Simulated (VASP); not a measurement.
# TaN (P6_3mc) in VASP: further runs

Runs on TaN. Level: PBE. Tasks: single point.

Everything below comes from runs of VASP 6.6.1. Logs are shortened: lines on timing, memory, paths and dates and some standing lists are left out, and cuts for length are marked.

## 1. The cell of the first run

It takes space group P6_3mc (No. 186, hexagonal). The conventional cell has a = 3.050 Å, b = 3.050 Å, c = 4.940 Å, α = 90.00°, β = 90.00°, γ = 120.00°. Within 2.5 Å of Ta (site symmetry 3m) lie 4 N at 1.85 to 1.90 Å. N (site symmetry 3m) has 4 Ta at 1.85 to 1.90 Å within 2.5 Å.

## 2. Single point, PBE

Input file INCAR:

```
SYSTEM = TaN
PREC     = Accurate       ! precision mode
ENCUT    = 520            ! plane-wave cutoff, eV
EDIFF    = 1E-6           ! SCF threshold, eV
ISMEAR   = -5             ! smearing method
SIGMA    = 0.1            ! smearing width, eV
LREAL    = .FALSE.        ! projectors in reciprocal space
LASPH    = .TRUE.         ! aspherical terms in the spheres
NELM     = 100            ! most SCF steps
ALGO     = Normal         ! electronic algorithm
ISIF     = 2              ! what is computed and relaxed
LWAVE    = .FALSE.        ! write WAVECAR
LCHARG   = .FALSE.        ! write CHGCAR
GGA      = PE             ! functional
NBANDS   = 24             ! bands
```

Input file KPOINTS:

```
regular mesh
0
G
  15 15 8
  0 0 0
```

Input file POSCAR:

```
TaN
1.0
    3.0500010905      0.0000000000      0.0000000000
   -1.5250005453      2.6413784260      0.0000000000
    0.0000000000      0.0000000000      4.9400000000
Ta N
2 2
Direct
    0.3333333333      0.6666666667      0.0000000000
    0.6666666667      0.3333333333      0.5000000000
    0.3333333333      0.6666666667      0.3850000000
    0.6666666667      0.3333333333      0.8850000000
```

Potentials or basis: VASP PAW PBE potentials, release 64 (Ta_pv, N).

The run is started by

```console
$ cat potpaw_PBE.64/Ta_pv/POTCAR potpaw_PBE.64/N/POTCAR > POTCAR
$ mpirun -np 1 vasp_std > vasp.out
```

OUTCAR:

```text
SYSTEM = TaN
   PREC = Accurate
   ENCUT = 520
   EDIFF = 1E-6
   ISMEAR = -5
   LREAL = .FALSE.
   LASPH = .TRUE.
   NELM = 100
   ISIF = 2
   GGA = PE

 ion  position               nearest neighbor table
   1  0.333  0.667  0.000-   4 1.85   4 1.85   4 1.85   3 1.90   2 3.03   2 3.03   2 3.03   2 3.03
                             2 3.03   2 3.03
   2  0.667  0.333  0.500-   3 1.85   3 1.85   3 1.85   4 1.90   1 3.03   1 3.03   1 3.03   1 3.03
                             1 3.03   1 3.03
   3  0.333  0.667  0.385-   2 1.85   2 1.85   2 1.85   1 1.90
   4  0.667  0.333  0.885-   1 1.85   1 1.85   1 1.85   2 1.90

  LATTYP: Found a hexagonal cell.
 ALAT       =     3.0500010905
 C/A-ratio  =     1.6196715520

  Lattice vectors:

 A1 = (   3.0500010905,   0.0000000000,   0.0000000000)
 A2 = (  -1.5250005453,   2.6413784260,   0.0000000000)
 A3 = (   0.0000000000,   0.0000000000,   4.9400000000)

Analysis of symmetry for initial positions (statically):
=====================================================================
 Subroutine PRICEL returns:
 Original cell was already a primitive cell.

 Routine SETGRP: Setting up the symmetry group for a
 hexagonal supercell.

 Subroutine GETGRP returns: Found 12 space group operations
 (whereof  6 operations were pure point group operations)
 out of a pool of 24 trial point group operations.

The static configuration has the point symmetry C_3v.
 The point group associated with its full space group is C_6v.

Analysis of symmetry for dynamics (positions and initial velocities):
=====================================================================
 Subroutine PRICEL returns:
 Original cell was already a primitive cell.

 Routine SETGRP: Setting up the symmetry group for a
 hexagonal supercell.

 Subroutine GETGRP returns: Found 12 space group operations
 (whereof  6 operations were pure point group operations)
 out of a pool of 24 trial point group operations.

The dynamic configuration has the point symmetry C_3v.
 The point group associated with its full space group is C_6v.

 Subroutine INISYM returns: Found 12 space group operations
 (whereof  6 operations are pure point group operations),
 and found     1 'primitive' translations

----------------------------------------------------------------------------------------

                                     Primitive cell

  volume of cell :      39.7977

  direct lattice vectors                    reciprocal lattice vectors
     3.050001090  0.000000000  0.000000000     0.327868735  0.189295103  0.000000000
    -1.525000545  2.641378426  0.000000000     0.000000000  0.378590205  0.000000000
     0.000000000  0.000000000  4.940000000     0.000000000  0.000000000  0.202429150

  length of vectors
     3.050001090  3.050001091  4.940000000     0.378590205  0.378590205  0.202429150

  position of ions in fractional coordinates (direct lattice)
     0.333333333  0.666666667  0.000000000
     0.666666667  0.333333333  0.500000000
     0.333333333  0.666666667  0.385000000
     0.666666667  0.333333333  0.885000000

  ion indices of the primitive-cell ions
   primitive index   ion index
                 1           1
                 2           2
                 3           3
                 4           4

----------------------------------------------------------------------------------------

 KPOINTS: regular mesh

Automatic generation of k-mesh.
 Grid dimensions read from file:
 generate k-points for:   15   15    8

 Generating k-lattice:

  Cartesian coordinates                     Fractional coordinates (reciprocal lattice)
     0.021857916  0.012619674  0.000000000     0.066666667  0.000000000  0.000000000
     0.000000000  0.025239347  0.000000000     0.000000000  0.066666667  0.000000000
     0.000000000  0.000000000  0.025303644     0.000000000  0.000000000  0.125000000

  Length of vectors
     0.025239347  0.025239347  0.025303644

  Shift w.r.t. Gamma in fractional coordinates (k-lattice)
     0.000000000  0.000000000  0.000000000

 TETIRR: Found   1832 inequivalent tetrahedra from    10800

 Subroutine IBZKPT returns following result:
 ===========================================

 Found    135 irreducible k-points:

 Following reciprocal coordinates:
            Coordinates               Weight
  0.000000  0.000000  0.000000      1.000000
  0.066667  0.000000  0.000000      6.000000
  0.133333 -0.000000  0.000000      6.000000
  0.200000 -0.000000  0.000000      6.000000
  0.266667 -0.000000  0.000000      6.000000
  0.333333 -0.000000  0.000000      6.000000
[... 16 lines left out ...]
  0.333333  0.200000  0.000000     12.000000
  0.400000  0.200000  0.000000      6.000000
 [... further k-points ...]
   k-points           NKPTS =    135   k-points in BZ     NKDIM =    135   number of bands    NBANDS=     24
   number of dos      NEDOS =    301   number of ions     NIONS =      4
   total plane-waves  NPLWV =  23040
   dimension x,y,z NGX =    24 NGY =   24 NGZ =   40
   dimension x,y,z NGXF=    48 NGYF=   48 NGZF=   80
   ions per type =               2   2
   NGX,Y,Z   is equivalent  to a cutoff of  13.08, 13.08, 13.46 a.u.
   NGXF,Y,Z  is equivalent  to a cutoff of  26.16, 26.16, 26.92 a.u.
 SYSTEM =  TaN
   PREC   = accura    normal or accurate (medium, high low for compatibility)
   ISTART =      0    job   : 0-new  1-cont  2-samecut
   ICHARG =      2    charge: 1-file 2-atom 10-const
   ISPIN  =      1    spin polarized calculation?
   LNONCOLLINEAR =      F non collinear calculations
   LSORBIT =      F    spin-orbit coupling
   LASPH  =      T    aspherical Exc in radial PAW
   ENCUT  =  520.0 eV  38.22 Ry    6.18 a.u.   5.67  5.67  9.19*2*pi/ulx,y,z
   NELM   =    100;   NELMIN=  2; NELMDL= -5     # of ELM steps
   EDIFF  = 0.1E-05   stopping-criterion for ELM
   LREAL  =      F    real-space projection
   EDIFFG = 0.1E-04   stopping-criterion for IOM
   NSW    =      0    number of steps for IOM
   IBRION =     -1    ionic relax: 0-MD 1-quasi-New 2-CG
   NFREE  =      0    steps in history (QN), initial steepest desc. (CG)
   ISIF   =      2    stress and relaxation
   ISYM   =      2    0-nonsym 1-usesym 2-fastsym
   POTIM  = 0.5000    time-step for ionic-motion
   TEBEG  =    0.0;   TEEND  =   0.0 temperature during run
   PSTRESS=    0.0 pullay stress
   NELECT =      32.0000    total number of electrons
   NUPDOWN=      -1.0000    fix difference up-down
   EMIN   =  10.00;   EMAX   =-10.00  energy-range for DOS
   EFERMI =   0.00;   METHOD = LEGACY
   ISMEAR =    -5;   SIGMA  =   0.10  broadening in eV -4-tet -1-fermi 0-gaus
   EFERMI_NEDOS =   21; number of points for ismear=-14 and -15
   IALGO  =     38    algorithm
   IMIX   =      4    mixing-type and parameters
     AMIX     =   0.40;   BMIX     =  1.00
     AMIX_MAG =   1.60;   BMIX_MAG =  1.00
  volume/ion in A,a.u.               =       9.95        67.14
  Fermi-wavevector in a.u.,A,eV,Ry     =   1.522319  2.876766 31.530886  2.317455
  Thomas-Fermi vector in A             =   2.630914
   LORBIT       =      0    0 simple, 1 ext, 2 COOP (PROOUT), +10 PAW based schemes
   GGA     = PE    functional components
   LHFCALC =     F    Hartree Fock is set to
   AEXX    =    0.0000 exact exchange contribution
   IVDW    =     0    specifies the selected vdW correction
   LEPSILON=     F    determine dielectric tensor
   LRPA    =     F    only Hartree local field effects (RPA)
 non-spin polarized calculation
 Fermi weights with tetrahedron method with Bloechl corrections
  energy-cutoff  :      520.00
  volume of cell :       39.80
 maximum number of plane-waves:      1093
 NGX is ok and might be reduce to    24
   NGX = 11   NGY = 11   NGZ = 19

 number of electron      32.0000000 magnetization

 Free energy of the ion-electron system (eV)
  ---------------------------------------------------
  ext. energy  EPLUGINS =         0.00000000
  ---------------------------------------------------
  free energy    TOTEN  =       -37.66737633 eV

  energy without entropy =      -37.66737633  energy(sigma->0) =      -37.66737633

 E-fermi :   9.7706     XC(G=0): -13.5442

 val. band max:        9.9100201707   @ k =   0.2000  -0.0000   0.5000
 cond. band min:       9.6723613330   @ k =   0.3333  -0.0000   0.1250
 fundamental gap:     -0.2376588377
 Fermi energy:         9.7706050338

 k-point     1 :       0.0000    0.0000    0.0000
  band No.  band energies     occupation
      1     -26.3337      2.00000
      2     -25.2226      2.00000
      3     -25.2226      2.00000
      4     -25.0314      2.00000
      5     -25.0314      2.00000
      6     -24.9785      2.00000
[... 16 lines left out ...]
     23      16.4679      0.00000
     24      16.4679      0.00000

 k-point     2 :       0.0667    0.0000    0.0000
  band No.  band energies     occupation
      1     -26.3177      2.00000
      2     -25.2693      2.00000
      3     -25.2361      2.00000
      4     -25.0850      2.00000
      5     -25.0390      2.00000
      6     -24.9859      2.00000
[... 16 lines left out ...]
     23      16.4674      0.00000
     24      16.6150      0.00000

 k-point     3 :       0.1333   -0.0000    0.0000
  band No.  band energies     occupation
      1     -26.2720      2.00000
      2     -25.3989      2.00000
      3     -25.2738      2.00000
      4     -25.2323      2.00000
      5     -25.0609      2.00000
      6     -25.0083      2.00000
[... 16 lines left out ...]
     23      16.4667      0.00000
     24      17.2921      0.00000
[... 514 lines left out ...]
 k-point    23 :       0.3333    0.2000    0.0000
  band No.  band energies     occupation
      1     -26.1787      2.00000
      2     -26.0576      2.00000
      3     -25.7262      2.00000
      4     -25.6353      2.00000
      5     -25.4059      2.00000
      6     -25.3223      2.00000
[... 16 lines left out ...]
     23      16.7585      0.00000
     24      17.5345      0.00000

 k-point    24 :       0.4000    0.2000    0.0000
  band No.  band energies     occupation
      1     -26.2022      2.00000
      2     -26.0651      2.00000
      3     -25.7541      2.00000
      4     -25.5994      2.00000
      5     -25.4257      2.00000
      6     -25.3583      2.00000
[... 16 lines left out ...]
     23      16.8259      0.00000
     24      17.4067      0.00000

 [... further k-points ...]

------------------------ aborting loop because EDIFF is reached ----------------------------------------

  FORCE on cell =-STRESS in cart. coord.  units (eV):
  Direction    XX          YY          ZZ          XY          YZ          ZX
  --------------------------------------------------------------------------------------
  -------------------------------------------------------------------------------------
  Total       36.9281778     36.9281778     30.6566277     -0.0000000     -0.0000000      0.0000000
  in kB     1486.6573802   1486.6573802   1234.1768397     -0.0000000     -0.0000000      0.0000000
  external PRESSURE =    1402.4972000 kB  Pullay stress =       0.0000000 kB

 VOLUME and BASIS-vectors are now :
 -----------------------------------------------------------------------------
  energy-cutoff  :      520.00
  volume of cell :       39.80
      direct lattice vectors                 reciprocal lattice vectors
     3.050001090  0.000000000  0.000000000     0.327868735  0.189295103  0.000000000
    -1.525000545  2.641378426  0.000000000     0.000000000  0.378590205  0.000000000
     0.000000000  0.000000000  4.940000000     0.000000000  0.000000000  0.202429150

 POSITION                                       TOTAL-FORCE (eV/Angst)
 -----------------------------------------------------------------------------------
     -0.00000      1.76092      0.00000        -0.000000     -0.000000      2.401039
      1.52500      0.88046      2.47000         0.000000      0.000000      2.401039
     -0.00000      1.76092      1.90190        -0.000000      0.000000     -2.401039
      1.52500      0.88046      4.37190         0.000000     -0.000000     -2.401039
 -----------------------------------------------------------------------------------
    total drift:                               -0.000000      0.000000      0.000813

  FREE ENERGIE OF THE ION-ELECTRON SYSTEM (eV)
  ---------------------------------------------------
  free  energy   TOTEN  =       -37.6673763310 eV

  energy  without entropy=      -37.6673763310  energy(sigma->0) =      -37.66737633
```

It took 35 s on 1 thread of Intel Xeon 6975P-C (Granite Rapids), shared host; peak memory 0.24 GiB.

Results:

```yaml
Free_energy: -37.6674 eV
Pressure: 140.2 GPa
Largest_force: 2.401 eV/Å
Band_gap_on_the_k_mesh: zero (band 16 reaches 11.00 eV, above the bottom of band 17 at 8.13 eV)
```

Forces in eV/Å, atoms in the order of the input:
```
Ta   0.000  0.000  2.401
Ta   0.000  0.000  2.401
N    0.000  0.000 -2.401
N    0.000  0.000 -2.401
```

Caveat: spin-orbit coupling is left out, which moves the levels of the heavy elements; forces of over 1 eV/Å act on the atoms, so gaps and moduli don't describe the material at rest; tetrahedron occupations give inexact forces and stress in metals.

## 3. Single point, PBE

Input file INCAR:

```
SYSTEM = TaN
PREC     = Accurate       ! precision mode
ENCUT    = 520            ! plane-wave cutoff, eV
EDIFF    = 1E-6           ! SCF threshold, eV
ISMEAR   = 0              ! smearing method
SIGMA    = 0.01           ! smearing width, eV
LREAL    = .False.        ! projectors in reciprocal space
LASPH    = .True.         ! aspherical terms in the spheres
NELM     = 100            ! most SCF steps
ALGO     = Normal         ! electronic algorithm
ISIF     = 2              ! what is computed and relaxed
LWAVE    = .False.        ! write WAVECAR
LCHARG   = .False.        ! write CHGCAR
GGA      = PE             ! functional
NBANDS   = 24             ! bands
```

Input file KPOINTS:

```
regular mesh
0
Gamma
  8 8 4
  0 0 0
```

POSCAR is that of step 2.

Potentials or basis: VASP PAW PBE potentials, release 64 (Ta_pv, N).

The run is started by

```console
$ cat potpaw_PBE.64/Ta_pv/POTCAR potpaw_PBE.64/N/POTCAR > POTCAR
$ mpirun -np 1 vasp_std > vasp.out
```

Run time: 8.9 s. Hardware: 1 thread of Intel Xeon 6975P-C (Granite Rapids), shared host; peak memory 0.17 GiB.

The run converged. Its results:

```
Free energy            : -37.6393 eV
Pressure               : 140.3 GPa
Largest force          : 2.355 eV/Å
Band gap on the k mesh : zero (band 16 reaches 11.00 eV, above the bottom of band 17 at 8.40 eV)
```

Forces in eV/Å, atoms in the order of the input:
```
Ta   0.000  0.000  2.355
Ta   0.000  0.000  2.355
N    0.000  0.000 -2.355
N    0.000  0.000 -2.355
```

Stress tensor (GPa, compression positive):
```
149.11   0.00   0.00
  0.00 149.11   0.00
  0.00   0.00 122.81
```

Levels at points of the mesh, in eV from the Fermi level:
```csv
k point,band 13,band 14,band 15,band 16,band 17,band 18,band 19,band 20
"(0.00, 0.00, 0.00)",-7.79,-7.47,-0.73,-0.73,-0.25,2.24,2.77,2.77
"(0.50, 0.00, 0.00)",-6.09,-5.13,-2.35,-0.95,0.54,1.53,2.13,3.88
"(0.00, 0.00, 0.50)",-8.37,-8.37,1.31,1.31,1.31,1.31,1.97,1.97
"(0.50, 0.00, 0.50)",-6.42,-6.42,-0.37,-0.37,2.25,2.25,2.38,2.38
```

Caveat: spin-orbit coupling is left out, which moves the levels of the heavy elements; forces of over 1 eV/Å act on the atoms, so gaps and moduli don't describe the material at rest.
